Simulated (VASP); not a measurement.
# H (Fm-3m) in VASP: a series of runs

H is run at these levels: r2SCAN; tasks: single point, relaxation of cell and atoms.

Everything below comes from runs of VASP 6.6.1. Logs are shortened: lines on timing, memory, paths and dates and some standing lists are left out, and cuts for length are marked.

## 1. The cell of the first run

The structure is cubic, space group Fm-3m (No. 225). Conventional cell: a = 2.267 Å, b = 2.267 Å, c = 2.267 Å, α = 90.00°, β = 90.00°, γ = 90.00°. Within 2.1 Å of H (site symmetry m-3m) lie 12 H at 1.60 Å.

## 2. Single point, r2SCAN

File POSCAR:

```
H
1.0
    0.0000000000      1.1335614022      1.1335614022
    1.1335614022      0.0000000000      1.1335614022
    1.1335614022      1.1335614022      0.0000000000
H
1
Direct
    0.0000000000      0.0000000000      0.0000000000
```

File INCAR.step1:

```
SYSTEM = H
PREC     = Accurate       ! precision mode
ENCUT    = 520            ! plane-wave cutoff, eV
ISMEAR   = 0              ! smearing method
SIGMA    = 0.1            ! smearing width, eV
LREAL    = .FALSE.        ! projectors in reciprocal space
LASPH    = .TRUE.         ! aspherical terms in the spheres
NELM     = 60             ! most SCF steps
NBANDS   = 6              ! bands
GGA      = PE             ! functional
ALGO     = Normal         ! electronic algorithm
EDIFF    = 1E-4           ! SCF threshold, eV
LWAVE    = .TRUE.         ! write WAVECAR
LCHARG   = .FALSE.        ! write CHGCAR
```

File INCAR.step2:

```
SYSTEM = H
PREC     = Accurate       ! precision mode
ENCUT    = 520            ! plane-wave cutoff, eV
EDIFF    = 1E-6           ! SCF threshold, eV
ISMEAR   = 0              ! smearing method
SIGMA    = 0.1            ! smearing width, eV
LREAL    = .FALSE.        ! projectors in reciprocal space
LASPH    = .TRUE.         ! aspherical terms in the spheres
NELM     = 60             ! most SCF steps
ALGO     = Normal         ! electronic algorithm
ISIF     = 2              ! what is computed and relaxed
LWAVE    = .FALSE.        ! write WAVECAR
LCHARG   = .TRUE.         ! write CHGCAR
METAGGA  = R2SCAN         ! meta-GGA
LMIXTAU  = .TRUE.       
LELF     = .TRUE.         ! ELF
LVHAR    = .TRUE.       
NBANDS   = 6              ! bands
ISTART   = 1
```

File KPOINTS:

```
Automatic mesh
0
G
  12 12 12
  0 0 0
```

Potentials or basis: VASP PAW PBE potentials, release 64 (H).

Launch:

```sh
> cat potpaw_PBE.64/H/POTCAR > POTCAR
> cp INCAR.step1 INCAR
> mpirun -np 1 vasp_std > vasp.out
> cp INCAR.step2 INCAR
> mpirun -np 1 vasp_std > vasp.out
```

OUTCAR:

```text
SYSTEM = H
   PREC = Accurate
   ENCUT = 520
   EDIFF = 1E-6
   ISMEAR = 0
   LREAL = .FALSE.
   LASPH = .TRUE.
   NELM = 60
   ISIF = 2
   METAGGA = R2SCAN
   ISTART = 1

 ion  position               nearest neighbor table
   1  0.000  0.000  0.000-

  LATTYP: Found a face centered cubic cell.
 ALAT       =     2.2671228044

  Lattice vectors:

 A1 = (   0.0000000000,   1.1335614022,   1.1335614022)
 A2 = (   1.1335614022,   0.0000000000,   1.1335614022)
 A3 = (   1.1335614022,   1.1335614022,   0.0000000000)

Analysis of symmetry for initial positions (statically):
=====================================================================
 Subroutine PRICEL returns:
 Original cell was already a primitive cell.

 Routine SETGRP: Setting up the symmetry group for a
 face centered cubic supercell.

 Subroutine GETGRP returns: Found 48 space group operations
 (whereof 48 operations were pure point group operations)
 out of a pool of 48 trial point group operations.

The static configuration has the point symmetry O_h .

Analysis of symmetry for dynamics (positions and initial velocities):
=====================================================================
 Subroutine PRICEL returns:
 Original cell was already a primitive cell.

 Routine SETGRP: Setting up the symmetry group for a
 face centered cubic supercell.

 Subroutine GETGRP returns: Found 48 space group operations
 (whereof 48 operations were pure point group operations)
 out of a pool of 48 trial point group operations.

The dynamic configuration has the point symmetry O_h .

 Subroutine INISYM returns: Found 48 space group operations
 (whereof 48 operations are pure point group operations),
 and found     1 'primitive' translations

----------------------------------------------------------------------------------------

                                     Primitive cell

  volume of cell :       2.9132

  direct lattice vectors                    reciprocal lattice vectors
     0.000000000  1.133561402  1.133561402    -0.441087707  0.441087707  0.441087707
     1.133561402  0.000000000  1.133561402     0.441087707 -0.441087707  0.441087707
     1.133561402  1.133561402  0.000000000     0.441087707  0.441087707 -0.441087707

  length of vectors
     1.603097909  1.603097909  1.603097909     0.763986320  0.763986320  0.763986320

  position of ions in fractional coordinates (direct lattice)
     0.000000000  0.000000000  0.000000000

  ion indices of the primitive-cell ions
   primitive index   ion index
                 1           1

----------------------------------------------------------------------------------------

 KPOINTS: Automatic mesh

Automatic generation of k-mesh.
 Grid dimensions read from file:
 generate k-points for:   12   12   12

 Generating k-lattice:

  Cartesian coordinates                     Fractional coordinates (reciprocal lattice)
    -0.036757309  0.036757309  0.036757309     0.083333333  0.000000000  0.000000000
     0.036757309 -0.036757309  0.036757309     0.000000000  0.083333333  0.000000000
     0.036757309  0.036757309 -0.036757309     0.000000000  0.000000000  0.083333333

  Length of vectors
     0.063665527  0.063665527  0.063665527

  Shift w.r.t. Gamma in fractional coordinates (k-lattice)
     0.000000000  0.000000000  0.000000000

 Subroutine IBZKPT returns following result:
 ===========================================

 Found     72 irreducible k-points:

 Following reciprocal coordinates:
            Coordinates               Weight
  0.000000  0.000000  0.000000      1.000000
  0.083333  0.000000  0.000000      8.000000
  0.166667  0.000000  0.000000      8.000000
  0.250000  0.000000  0.000000      8.000000
  0.333333  0.000000  0.000000      8.000000
  0.416667  0.000000  0.000000      8.000000
[... 16 lines left out ...]
  0.500000  0.166667  0.000000     24.000000
 -0.416667  0.166667  0.000000     24.000000
 [... further k-points ...]
   k-points           NKPTS =     72   k-points in BZ     NKDIM =     72   number of bands    NBANDS=      6
   number of dos      NEDOS =    301   number of ions     NIONS =      1
   total plane-waves  NPLWV =   1728
   dimension x,y,z NGX =    12 NGY =   12 NGZ =   12
   dimension x,y,z NGXF=    24 NGYF=   24 NGZF=   24
   ions per type =               1
   NGX,Y,Z   is equivalent  to a cutoff of  12.44, 12.44, 12.44 a.u.
   NGXF,Y,Z  is equivalent  to a cutoff of  24.89, 24.89, 24.89 a.u.
 SYSTEM =  H
   PREC   = accura    normal or accurate (medium, high low for compatibility)
   ISTART =      1    job   : 0-new  1-cont  2-samecut
   ICHARG =      0    charge: 1-file 2-atom 10-const
   ISPIN  =      1    spin polarized calculation?
   LNONCOLLINEAR =      F non collinear calculations
   LSORBIT =      F    spin-orbit coupling
   LASPH  =      T    aspherical Exc in radial PAW
   ENCUT  =  520.0 eV  38.22 Ry    6.18 a.u.   2.98  2.98  2.98*2*pi/ulx,y,z
   NELM   =     60;   NELMIN=  2; NELMDL=  0     # of ELM steps
   EDIFF  = 0.1E-05   stopping-criterion for ELM
   LREAL  =      F    real-space projection
   EDIFFG = 0.1E-04   stopping-criterion for IOM
   NSW    =      0    number of steps for IOM
   IBRION =     -1    ionic relax: 0-MD 1-quasi-New 2-CG
   NFREE  =      0    steps in history (QN), initial steepest desc. (CG)
   ISIF   =      2    stress and relaxation
   ISYM   =      2    0-nonsym 1-usesym 2-fastsym
   POTIM  = 0.5000    time-step for ionic-motion
   TEBEG  =    0.0;   TEEND  =   0.0 temperature during run
   PSTRESS=    0.0 pullay stress
   NELECT =       1.0000    total number of electrons
   NUPDOWN=      -1.0000    fix difference up-down
   EMIN   =  10.00;   EMAX   =-10.00  energy-range for DOS
   EFERMI =   0.00;   METHOD = LEGACY
   ISMEAR =     0;   SIGMA  =   0.10  broadening in eV -4-tet -1-fermi 0-gaus
   EFERMI_NEDOS =   21; number of points for ismear=-14 and -15
   IALGO  =     38    algorithm
   IMIX   =      4    mixing-type and parameters
     AMIX     =   0.40;   BMIX     =  1.00
     AMIX_MAG =   1.60;   BMIX_MAG =  1.00
  volume/ion in A,a.u.               =       2.91        19.66
  Fermi-wavevector in a.u.,A,eV,Ry     =   1.146269  2.166134 17.877131  1.313932
  Thomas-Fermi vector in A             =   2.282954
   LORBIT       =      0    0 simple, 1 ext, 2 COOP (PROOUT), +10 PAW based schemes
   METAGGA = R2SCAN    functional components
   LHFCALC =     F    Hartree Fock is set to
   AEXX    =    0.0000 exact exchange contribution
   IVDW    =     0    specifies the selected vdW correction
   LEPSILON=     F    determine dielectric tensor
   LRPA    =     F    only Hartree local field effects (RPA)
 non-spin polarized calculation
 Gauss-broadening in eV      SIGMA  =   0.10
  energy-cutoff  :      520.00
  volume of cell :        2.91
 maximum number of plane-waves:        84
   NGX =  5   NGY =  5   NGZ =  5

 number of electron       1.0000000 magnetization

 Free energy of the ion-electron system (eV)
  ---------------------------------------------------
  ext. energy  EPLUGINS =         0.00000000
  ---------------------------------------------------
  free energy    TOTEN  =        -2.09739875 eV

  energy without entropy =       -2.09663220  energy(sigma->0) =       -2.09701547

 E-fermi :   2.4894     XC(G=0): -12.2323

 val. band max:        2.3960015179   @ k =   0.5000   0.2500   0.0833
 cond. band min:       2.7100513248   @ k =  -0.4167   0.0833   0.0000
 fundamental gap:      0.3140498069
 Fermi energy:         2.4893520940

 k-point     1 :       0.0000    0.0000    0.0000
  band No.  band energies     occupation
      1     -14.7063      2.00000
      2      63.0049      0.00000
      3      79.2567      0.00000
      4      79.2567      0.00000
      5      79.2567      0.00000
      6      82.8539      0.00000

 k-point     2 :       0.0833    0.0000    0.0000
  band No.  band energies     occupation
      1     -14.0767      2.00000
      2      58.7792      0.00000
      3      71.4873      0.00000
      4      76.2042      0.00000
      5      76.2042      0.00000
      6      84.4190      0.00000

 k-point     3 :       0.1667    0.0000    0.0000
  band No.  band energies     occupation
      1     -12.1929      2.00000
      2      48.5324      0.00000
      3      66.6117      0.00000
      4      73.0685      0.00000
      5      73.0685      0.00000
      6      88.5901      0.00000

 k-point     4 :       0.2500    0.0000    0.0000
  band No.  band energies     occupation
      1      -9.0735      2.00000
      2      37.3421      0.00000
      3      63.9923      0.00000
      4      71.0986      0.00000
      5      71.0986      0.00000
      6      85.7058      0.00000

 k-point     5 :       0.3333    0.0000    0.0000
  band No.  band energies     occupation
      1      -4.7782      2.00000
      2      26.9815      0.00000
      3      62.4963      0.00000
      4      70.3283      0.00000
      5      70.3283      0.00000
      6      81.1512      0.00000

 k-point     6 :       0.4167    0.0000    0.0000
  band No.  band energies     occupation
      1       0.4362      2.00000
      2      18.0647      0.00000
      3      61.7820      0.00000
      4      70.6193      0.00000
      5      70.6193      0.00000
      6      77.4877      0.00000

 k-point     7 :       0.5000    0.0000    0.0000
  band No.  band energies     occupation
      1       4.2454      0.00000
      2      13.0126      0.00000
      3      61.5854      0.00000
      4      71.1621      0.00000
      5      71.1621      0.00000
      6      75.6562      0.00000

 k-point     8 :       0.0833    0.0833    0.0000
  band No.  band energies     occupation
      1     -13.8668      2.00000
      2      58.8014      0.00000
      3      71.4208      0.00000
      4      71.4208      0.00000
      5      74.1099      0.00000
      6      84.7437      0.00000
[... 91 lines left out ...]
 k-point    19 :       0.1667    0.1667    0.0000
  band No.  band energies     occupation
      1     -11.3547      2.00000
      2      51.8640      0.00000
      3      63.7240      0.00000
      4      63.7240      0.00000
      5      66.3250      0.00000
      6      75.2233      0.00000

 k-point    20 :       0.2500    0.1667    0.0000
  band No.  band energies     occupation
      1      -9.0632      2.00000
      2      45.2533      0.00000
      3      57.0472      0.00000
      4      60.9266      0.00000
      5      67.1226      0.00000
      6      71.7003      0.00000

 k-point    21 :       0.3333    0.1667    0.0000
  band No.  band energies     occupation
      1      -5.5568      2.00000
      2      35.4407      0.00000
      3      52.9589      0.00000
      4      59.4124      0.00000
      5      62.2078      0.00000
      6      79.5401      0.00000

 k-point    22 :       0.4167    0.1667    0.0000
  band No.  band energies     occupation
      1      -0.9342      2.00000
      2      25.8423      0.00000
      3      49.6962      0.00000
      4      59.1867      0.00000
      5      59.5473      0.00000
      6      88.5269      0.00000

 k-point    23 :       0.5000    0.1667    0.0000
  band No.  band energies     occupation
      1       4.2865      0.00000
      2      17.8404      0.00000
      3      46.7669      0.00000
      4      59.2904      0.00000
      5      60.2475      0.00000
      6      87.5782      0.00000

 k-point    24 :      -0.4167    0.1667    0.0000
  band No.  band energies     occupation
      1       5.6805      0.00000
      2      16.0447      0.00000
      3      44.6017      0.00000
      4      60.8925      0.00000
      5      62.5906      0.00000
      6      85.3950      0.00000

 [... further k-points ...]

------------------------ aborting loop because EDIFF is reached ----------------------------------------

  FORCE on cell =-STRESS in cart. coord.  units (eV):
  Direction    XX          YY          ZZ          XY          YZ          ZX
  --------------------------------------------------------------------------------------
  -------------------------------------------------------------------------------------
  Total       -0.0089505     -0.0089505     -0.0089505      0.0000000     -0.0000000      0.0000000
  in kB       -4.9225887     -4.9225887     -4.9225887      0.0000000     -0.0000000      0.0000000
  external PRESSURE =      -4.9225887 kB  Pullay stress =       0.0000000 kB

 VOLUME and BASIS-vectors are now :
 -----------------------------------------------------------------------------
  energy-cutoff  :      520.00
  volume of cell :        2.91
      direct lattice vectors                 reciprocal lattice vectors
     0.000000000  1.133561402  1.133561402    -0.441087707  0.441087707  0.441087707
     1.133561402  0.000000000  1.133561402     0.441087707 -0.441087707  0.441087707
     1.133561402  1.133561402  0.000000000     0.441087707  0.441087707 -0.441087707

 POSITION                                       TOTAL-FORCE (eV/Angst)
 -----------------------------------------------------------------------------------
      0.00000      0.00000      0.00000        -0.000000      0.000000     -0.000000
 -----------------------------------------------------------------------------------
    total drift:                               -0.000000     -0.000000     -0.000000

  FREE ENERGIE OF THE ION-ELECTRON SYSTEM (eV)
  ---------------------------------------------------
  free  energy   TOTEN  =        -2.0973987462 eV

  energy  without entropy=       -2.0966322015  energy(sigma->0) =       -2.09701547
```

Run time: 2.9 s. Hardware: 1 thread of Intel Xeon Platinum 8488C (Sapphire Rapids), shared host; peak memory 0.1 GiB.

Results:

```
Free energy            : -2.0974 eV
Pressure               : -0.5 GPa
Band gap on the k mesh : zero (an odd number of electrons rules out a gap without spin polarisation)
```

Caveat: the k points lie up to 0.40 Å⁻¹ apart, too coarse for converged energies and pressures of a metal; the PAW data sets were made with another functional, which shifts forces and pressure a little.

## 3. Single point, r2SCAN

This run uses another cell than the first one, of 10.19 Å³/atom.

File POSCAR:

```
H
1.0
    0.0000000000      1.7206578369      1.7206578369
    1.7206578369      0.0000000000      1.7206578369
    1.7206578369      1.7206578369      0.0000000000
H
1
Direct
    0.0000000000      0.0000000000      0.0000000000
```

File INCAR.step1:

```
SYSTEM = H
  PREC = Accurate
  ENCUT = 520
  ISMEAR = 0
  SIGMA = 0.1
  LREAL = .False.
  LASPH = .True.
  NELM = 100
  NBANDS = 6
  GGA = PE
  ALGO = Normal
  EDIFF = 1E-4
  LWAVE = .True.
  LCHARG = .False.
```

File INCAR.step2:

```
SYSTEM = H
  PREC = Accurate
  ENCUT = 520
  EDIFF = 1E-7
  ISMEAR = 0
  SIGMA = 0.1
  LREAL = .False.
  LASPH = .True.
  NELM = 100
  ALGO = Normal
  ISIF = 2
  LWAVE = .False.
  LCHARG = .False.
  METAGGA = R2SCAN
  LMIXTAU = .True.
  NBANDS = 6
  ISTART = 1
```

File KPOINTS:

```
regular mesh
0
Gamma
  8 8 8
  0 0 0
```

Potentials or basis: VASP PAW PBE potentials, release 64 (H).

Launch:

```sh
> cat potpaw_PBE.64/H/POTCAR > POTCAR
> cp INCAR.step1 INCAR
> mpirun -np 1 vasp_std > vasp.out
> cp INCAR.step2 INCAR
> mpirun -np 1 vasp_std > vasp.out
```

Wall time 5.6 s (1 thread of Intel Xeon Platinum 8488C (Sapphire Rapids), shared host); peak memory 0.11 GiB.

It converged, with:

| Item | Value |
| --- | --- |
| Free energy | -1.1673 eV |
| Pressure | -16.4 GPa |
| Band gap on the k mesh | zero (an odd number of electrons rules out a gap without spin polarisation) |

Levels at points of the mesh, in eV from the Fermi level:
```
           k point  band 1  band 2  band 3  band 4  band 5  band 6
(0.00, 0.00, 0.00)   -6.22   23.72   34.85   34.85   34.85   38.06
(0.50, 0.00, 0.00)    0.16    7.92   25.69   31.46   31.46   35.09
(0.50, 0.50, 0.00)    2.37   10.68   20.36   23.06   23.06   25.26
```

Caveat: the k points lie up to 0.40 Å⁻¹ apart, too coarse for converged energies and pressures of a metal; the PAW data sets were made with another functional, which shifts forces and pressure a little.

(Part 1 of 2 ends here.)
